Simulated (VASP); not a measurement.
# NaF (Villiaumite) (Fm-3m) in VASP: notebook

The runs below take NaF (Villiaumite) through single point, with PBE.

Everything below comes from runs of VASP 6.6.1. Logs are shortened: lines on timing, memory, paths and dates and some standing lists are left out, and cuts for length are marked.

### 1 The cell of the first run

The structure is cubic, space group Fm-3m (No. 225). The conventional cell has a = 4.640 Å, b = 4.640 Å, c = 4.640 Å, α = 90.00°, β = 90.00°, γ = 90.00°. Within 3.1 Å of Na (site symmetry m-3m) lie 6 F at 2.32 Å. F (site symmetry m-3m) has 6 Na at 2.32 Å within 3.1 Å.

### 2 Single point, PBE

File INCAR:

```
SYSTEM = NaF
PREC = Accurate
ENCUT = 520
EDIFF = 1E-6
ISMEAR = 0
SIGMA = 0.1
LREAL = .FALSE.
LASPH = .TRUE.
NELM = 80
ALGO = Normal
ISIF = 2
LWAVE = .FALSE.
LCHARG = .TRUE.
GGA = PE
LELF = .TRUE.
LVHAR = .TRUE.
NBANDS = 14
```

File KPOINTS:

```
Automatic mesh
0
G
  6 6 6
  0 0 0
```

File POSCAR:

```
NaF
1.0
    0.0000000000      2.3200000000      2.3200000000
    2.3200000000      0.0000000000      2.3200000000
    2.3200000000      2.3200000000      0.0000000000
Na F
1 1
Direct
    0.0000000000      0.0000000000      0.0000000000
    0.5000000000      0.5000000000      0.5000000000
```

Potentials or basis: VASP PAW PBE potentials, release 64 (Na_pv, F).

Started as:

```console
> cat potpaw_PBE.64/Na_pv/POTCAR potpaw_PBE.64/F/POTCAR > POTCAR
> mpirun -np 1 vasp_std > vasp.out
```

OUTCAR:

```text
SYSTEM = NaF
   PREC = Accurate
   ENCUT = 520
   EDIFF = 1E-6
   ISMEAR = 0
   LREAL = .FALSE.
   LASPH = .TRUE.
   NELM = 80
   ISIF = 2
   GGA = PE

 ion  position               nearest neighbor table
   1  0.000  0.000  0.000-   2 2.32   2 2.32   2 2.32   2 2.32   2 2.32   2 2.32
   2  0.500  0.500  0.500-   1 2.32   1 2.32   1 2.32   1 2.32   1 2.32   1 2.32

  LATTYP: Found a face centered cubic cell.
 ALAT       =     4.6400000000

  Lattice vectors:

 A1 = (   0.0000000000,   2.3200000000,   2.3200000000)
 A2 = (   2.3200000000,   0.0000000000,   2.3200000000)
 A3 = (   2.3200000000,   2.3200000000,   0.0000000000)

Analysis of symmetry for initial positions (statically):
=====================================================================
 Subroutine PRICEL returns:
 Original cell was already a primitive cell.

 Routine SETGRP: Setting up the symmetry group for a
 face centered cubic supercell.

 Subroutine GETGRP returns: Found 48 space group operations
 (whereof 48 operations were pure point group operations)
 out of a pool of 48 trial point group operations.

The static configuration has the point symmetry O_h .

Analysis of symmetry for dynamics (positions and initial velocities):
=====================================================================
 Subroutine PRICEL returns:
 Original cell was already a primitive cell.

 Routine SETGRP: Setting up the symmetry group for a
 face centered cubic supercell.

 Subroutine GETGRP returns: Found 48 space group operations
 (whereof 48 operations were pure point group operations)
 out of a pool of 48 trial point group operations.

The dynamic configuration has the point symmetry O_h .

 Subroutine INISYM returns: Found 48 space group operations
 (whereof 48 operations are pure point group operations),
 and found     1 'primitive' translations

----------------------------------------------------------------------------------------

                                     Primitive cell

  volume of cell :      24.9743

  direct lattice vectors                    reciprocal lattice vectors
     0.000000000  2.320000000  2.320000000    -0.215517241  0.215517241  0.215517241
     2.320000000  0.000000000  2.320000000     0.215517241 -0.215517241  0.215517241
     2.320000000  2.320000000  0.000000000     0.215517241  0.215517241 -0.215517241

  length of vectors
     3.280975465  3.280975465  3.280975465     0.373286812  0.373286812  0.373286812

  position of ions in fractional coordinates (direct lattice)
     0.000000000  0.000000000  0.000000000
     0.500000000  0.500000000  0.500000000

  ion indices of the primitive-cell ions
   primitive index   ion index
                 1           1
                 2           2

----------------------------------------------------------------------------------------

 KPOINTS: Automatic mesh

Automatic generation of k-mesh.
 Grid dimensions read from file:
 generate k-points for:    6    6    6

 Generating k-lattice:

  Cartesian coordinates                     Fractional coordinates (reciprocal lattice)
    -0.035919540  0.035919540  0.035919540     0.166666667  0.000000000  0.000000000
     0.035919540 -0.035919540  0.035919540     0.000000000  0.166666667  0.000000000
     0.035919540  0.035919540 -0.035919540     0.000000000  0.000000000  0.166666667

  Length of vectors
     0.062214469  0.062214469  0.062214469

  Shift w.r.t. Gamma in fractional coordinates (k-lattice)
     0.000000000  0.000000000  0.000000000

 Subroutine IBZKPT returns following result:
 ===========================================

 Found     16 irreducible k-points:

 Following reciprocal coordinates:
            Coordinates               Weight
  0.000000  0.000000  0.000000      1.000000
  0.166667  0.000000  0.000000      8.000000
  0.333333  0.000000  0.000000      8.000000
  0.500000  0.000000  0.000000      4.000000
  0.166667  0.166667  0.000000      6.000000
  0.333333  0.166667  0.000000     24.000000
[... 8 lines left out ...]
 -0.333333  0.333333  0.166667     24.000000
 -0.333333  0.500000  0.166667     12.000000
   k-points           NKPTS =     16   k-points in BZ     NKDIM =     16   number of bands    NBANDS=     14
   number of dos      NEDOS =    301   number of ions     NIONS =      2
   total plane-waves  NPLWV =  13824
   dimension x,y,z NGX =    24 NGY =   24 NGZ =   24
   dimension x,y,z NGXF=    48 NGYF=   48 NGZF=   48
   ions per type =               1   1
   NGX,Y,Z   is equivalent  to a cutoff of  12.16, 12.16, 12.16 a.u.
   NGXF,Y,Z  is equivalent  to a cutoff of  24.32, 24.32, 24.32 a.u.
 SYSTEM =  NaF
   PREC   = accura    normal or accurate (medium, high low for compatibility)
   ISTART =      0    job   : 0-new  1-cont  2-samecut
   ICHARG =      2    charge: 1-file 2-atom 10-const
   ISPIN  =      1    spin polarized calculation?
   LNONCOLLINEAR =      F non collinear calculations
   LSORBIT =      F    spin-orbit coupling
   LASPH  =      T    aspherical Exc in radial PAW
   ENCUT  =  520.0 eV  38.22 Ry    6.18 a.u.   6.10  6.10  6.10*2*pi/ulx,y,z
   NELM   =     80;   NELMIN=  2; NELMDL= -5     # of ELM steps
   EDIFF  = 0.1E-05   stopping-criterion for ELM
   LREAL  =      F    real-space projection
   EDIFFG = 0.1E-04   stopping-criterion for IOM
   NSW    =      0    number of steps for IOM
   IBRION =     -1    ionic relax: 0-MD 1-quasi-New 2-CG
   NFREE  =      0    steps in history (QN), initial steepest desc. (CG)
   ISIF   =      2    stress and relaxation
   ISYM   =      2    0-nonsym 1-usesym 2-fastsym
   POTIM  = 0.5000    time-step for ionic-motion
   TEBEG  =    0.0;   TEEND  =   0.0 temperature during run
   PSTRESS=    0.0 pullay stress
   NELECT =      14.0000    total number of electrons
   NUPDOWN=      -1.0000    fix difference up-down
   EMIN   =  10.00;   EMAX   =-10.00  energy-range for DOS
   EFERMI =   0.00;   METHOD = LEGACY
   ISMEAR =     0;   SIGMA  =   0.10  broadening in eV -4-tet -1-fermi 0-gaus
   EFERMI_NEDOS =   21; number of points for ismear=-14 and -15
   IALGO  =     38    algorithm
   IMIX   =      4    mixing-type and parameters
     AMIX     =   0.40;   BMIX     =  1.00
     AMIX_MAG =   1.60;   BMIX_MAG =  1.00
  volume/ion in A,a.u.               =      12.49        84.27
  Fermi-wavevector in a.u.,A,eV,Ry     =   1.349852  2.550851 24.791186  1.822101
  Thomas-Fermi vector in A             =   2.477405
   LORBIT       =      0    0 simple, 1 ext, 2 COOP (PROOUT), +10 PAW based schemes
   GGA     = PE    functional components
   LHFCALC =     F    Hartree Fock is set to
   AEXX    =    0.0000 exact exchange contribution
   IVDW    =     0    specifies the selected vdW correction
   LEPSILON=     F    determine dielectric tensor
   LRPA    =     F    only Hartree local field effects (RPA)
 non-spin polarized calculation
 Gauss-broadening in eV      SIGMA  =   0.10
  energy-cutoff  :      520.00
  volume of cell :       24.97
 maximum number of plane-waves:       692
   NGX = 13   NGY = 13   NGZ = 13

 number of electron      13.9999982 magnetization

 Free energy of the ion-electron system (eV)
  ---------------------------------------------------
  ext. energy  EPLUGINS =         0.00000000
  ---------------------------------------------------
  free energy    TOTEN  =        -8.56285373 eV

  energy without entropy =       -8.56285373  energy(sigma->0) =       -8.56285373

 E-fermi :  -1.5822     XC(G=0):  -9.1368

 val. band max:       -2.1011504284   @ k =   0.0000   0.0000   0.0000
 cond. band min:       4.1769801193   @ k =   0.0000   0.0000   0.0000
 fundamental gap:      6.2781305477
 Fermi energy:        -1.5822005769

 k-point     1 :       0.0000    0.0000    0.0000
  band No.  band energies     occupation
      1     -21.2674      2.00000
      2     -21.0595      2.00000
      3     -21.0595      2.00000
      4     -21.0595      2.00000
      5      -2.1012      2.00000
      6      -2.1012      2.00000
      7      -2.1012      2.00000
      8       4.1770      0.00000
      9      16.8472      0.00000
     10      16.8472      0.00000
     11      16.8472      0.00000
     12      19.7009      0.00000
     13      21.8741      0.00000
     14      21.8741      0.00000

 k-point     2 :       0.1667    0.0000    0.0000
  band No.  band energies     occupation
      1     -21.5575      2.00000
      2     -21.0625      2.00000
      3     -21.0625      2.00000
      4     -20.7357      2.00000
      5      -2.5838      2.00000
      6      -2.1654      2.00000
      7      -2.1654      2.00000
      8       5.1020      0.00000
      9      14.3767      0.00000
     10      17.2464      0.00000
     11      17.2464      0.00000
     12      21.0229      0.00000
     13      21.0229      0.00000
     14      22.0956      0.00000

 k-point     3 :       0.3333    0.0000    0.0000
  band No.  band energies     occupation
      1     -21.8110      2.00000
      2     -21.0685      2.00000
      3     -21.0685      2.00000
      4     -20.4124      2.00000
      5      -3.3537      2.00000
      6      -2.2915      2.00000
      7      -2.2914      2.00000
      8       7.0866      0.00000
      9      11.8610      0.00000
     10      17.8608      0.00000
     11      17.8608      0.00000
     12      20.5416      0.00000
     13      20.5416      0.00000
     14      21.8842      0.00000
[... 188 lines left out ...]
 k-point    15 :      -0.3333    0.3333    0.1667
  band No.  band energies     occupation
      1     -21.6414      2.00000
      2     -21.1337      2.00000
      3     -21.1103      2.00000
      4     -20.5016      2.00000
      5      -3.2270      2.00000
      6      -2.8243      2.00000
      7      -2.5107      2.00000
      8      10.2760      0.00000
      9      10.7764      0.00000
     10      14.0137      0.00000
     11      15.8620      0.00000
     12      20.5009      0.00000
     13      21.1954      0.00000
     14      25.7503      0.00000

 k-point    16 :      -0.3333    0.5000    0.1667
  band No.  band energies     occupation
      1     -21.4520      2.00000
      2     -21.1758      2.00000
      3     -21.1329      2.00000
      4     -20.6533      2.00000
      5      -3.1748      2.00000
      6      -2.7450      2.00000
      7      -2.6286      2.00000
      8      11.0538      0.00000
      9      11.1370      0.00000
     10      12.4417      0.00000
     11      15.5686      0.00000
     12      19.3183      0.00000
     13      23.8062      0.00000
     14      23.9570      0.00000

------------------------ aborting loop because EDIFF is reached ----------------------------------------

  FORCE on cell =-STRESS in cart. coord.  units (eV):
  Direction    XX          YY          ZZ          XY          YZ          ZX
  --------------------------------------------------------------------------------------
  -------------------------------------------------------------------------------------
  Total        0.2792426      0.2792426      0.2792426      0.0000000      0.0000000      0.0000000
  in kB       17.9142358     17.9142358     17.9142358      0.0000000      0.0000000      0.0000000
  external PRESSURE =      17.9142358 kB  Pullay stress =       0.0000000 kB

 VOLUME and BASIS-vectors are now :
 -----------------------------------------------------------------------------
  energy-cutoff  :      520.00
  volume of cell :       24.97
      direct lattice vectors                 reciprocal lattice vectors
     0.000000000  2.320000000  2.320000000    -0.215517241  0.215517241  0.215517241
     2.320000000  0.000000000  2.320000000     0.215517241 -0.215517241  0.215517241
     2.320000000  2.320000000  0.000000000     0.215517241  0.215517241 -0.215517241

 POSITION                                       TOTAL-FORCE (eV/Angst)
 -----------------------------------------------------------------------------------
      0.00000      0.00000      0.00000         0.000000      0.000000      0.000000
      2.32000      2.32000      2.32000         0.000000     -0.000000      0.000000
 -----------------------------------------------------------------------------------
    total drift:                                0.000000     -0.000000      0.000000

  FREE ENERGIE OF THE ION-ELECTRON SYSTEM (eV)
  ---------------------------------------------------
  free  energy   TOTEN  =        -8.5628537313 eV

  energy  without entropy=       -8.5628537313  energy(sigma->0) =       -8.56285373
```

Wall time 7.1 s (1 thread of Intel Xeon Platinum 8259CL at 2.50GHz (Skylake/Cascade Lake), shared host); peak memory 0.13 GiB.

What came out:

```
Free energy            : -8.5629 eV
Pressure               : 1.8 GPa
Band gap on the k mesh : 6.28 eV, direct
```

### 3 Single point, PBE

This run uses another cell than the first one, of 12.97 Å³/atom, 1.039 times its volume.

File INCAR:

```
PREC = Accurate
ENCUT = 520
EDIFF = 1E-7
ISMEAR = 0
SIGMA = 0.02
LREAL = F
LASPH = T
NELM = 60
ALGO = Normal
ISIF = 2
LWAVE = F
LCHARG = F
GGA = PE
NBANDS = 14
```

File KPOINTS:

```
regular mesh
0
Gamma
  8 8 8
```

File POSCAR:

```
NaF
1.0
    0.0000000000      2.3497438127      2.3497438127
    2.3497438127      0.0000000000      2.3497438127
    2.3497438127      2.3497438127      0.0000000000
Na F
1 1
Direct
    0.0000000000      0.0000000000      0.0000000000
    0.5000000000      0.5000000000      0.5000000000
```

Potentials or basis: VASP PAW PBE potentials, release 64 (Na_pv, F).

Started as:

```console
> cat potpaw_PBE.64/Na_pv/POTCAR potpaw_PBE.64/F/POTCAR > POTCAR
> mpirun -np 1 vasp_std > vasp.out
```

Run time: 16 s. Hardware: 1 thread of Intel Xeon Platinum 8259CL at 2.50GHz (Skylake/Cascade Lake), shared host; peak memory 0.15 GiB.

The run converged. Its results:

```yaml
Free_energy: -8.5695 eV
Pressure: -0.1 GPa
Band_gap_on_the_k_mesh: 6.08 eV, direct
```

Levels at points of the mesh, in eV from the valence-band top:
```csv
k point,band 3,band 4,band 5,band 6,band 7,band 8,band 9,band 10,band 11,band 12
"(0.00, 0.00, 0.00)",-19.07,-19.07,0.00,0.00,0.00,6.08,18.67,18.67,18.67,21.45
"(0.50, 0.00, 0.00)",-19.09,-18.28,-1.50,-0.23,-0.23,10.52,12.11,19.65,19.65,22.41
"(0.50, 0.50, 0.00)",-19.12,-18.88,-1.21,-0.38,-0.38,12.81,13.16,13.19,19.23,19.23
```

### 4 Single point, PBE

This run uses another cell than the first one, of 12.99 Å³/atom, 1.040 times its volume.

File INCAR:

```
SYSTEM = NaF
PREC = Accurate
ENCUT = 520
EDIFF = 1E-6
ISMEAR = 0
SIGMA = 0.01
LREAL = .False.
LASPH = .True.
NELM = 100
ALGO = Normal
ISIF = 2
LWAVE = .False.
LCHARG = .False.
GGA = PE
NBANDS = 14
```

File KPOINTS:

```
regular mesh
0
Gamma
  8 8 8
  0 0 0
```

File POSCAR:

```
NaF
1.0
    0.0000000000      2.3505023538      2.3505023538
    2.3505023538      0.0000000000      2.3505023538
    2.3505023538      2.3505023538      0.0000000000
Na F
1 1
Direct
    0.0000000000      0.0000000000      0.0000000000
    0.5000000000      0.5000000000      0.5000000000
```

Started as:

```console
> cat potpaw_PBE.64/Na_pv/POTCAR potpaw_PBE.64/F/POTCAR > POTCAR
> mpirun -np 1 vasp_std > vasp.out
```

It took 13 s on 1 thread of Intel Xeon Platinum 8259CL at 2.50GHz (Skylake/Cascade Lake), shared host; peak memory 0.15 GiB.

The run converged. Its results:

| Quantity | Value |
| --- | --- |
| Free energy | -8.5695 eV |
| Pressure | -0.2 GPa |
| Band gap on the k mesh | 6.07 eV, direct |

Levels at points of the mesh, in eV from the valence-band top:
```
           k point  band 5  band 6  band 7  band 8  band 9  band 10
(0.00, 0.00, 0.00)    0.00    0.00    0.00    6.07   18.67    18.67
(0.50, 0.00, 0.00)   -1.50   -0.23   -0.23   10.52   12.10    19.64
(0.50, 0.50, 0.00)   -1.21   -0.38   -0.38   12.80   13.15    13.18
```

### 5 The runs side by side

| cell | k mesh | smearing | gap on the mesh (eV) | pressure (GPa) |
| --- | --- | --- | --- | --- |
| a = 3.281 Å, angles 60.0°, 2 atoms | 6 × 6 × 6 | gaussian 0.1 eV | 6.28 | 1.8 |
| a = 3.323 Å, angles 60.0°, 2 atoms | 8 × 8 × 8 | gaussian 0.02 eV | 6.08 | -0.1 |
| a = 3.324 Å, angles 60.0°, 2 atoms | 8 × 8 × 8 | gaussian 0.01 eV | 6.07 | -0.2 |

Alike in all rows: task single point; level PBE; potentials or basis VASP PAW PBE potentials, release 64 (Na_pv, F); no spin polarisation; cutoff (eV) 520.

Absolute energies hang on the potentials; compare differences alone.
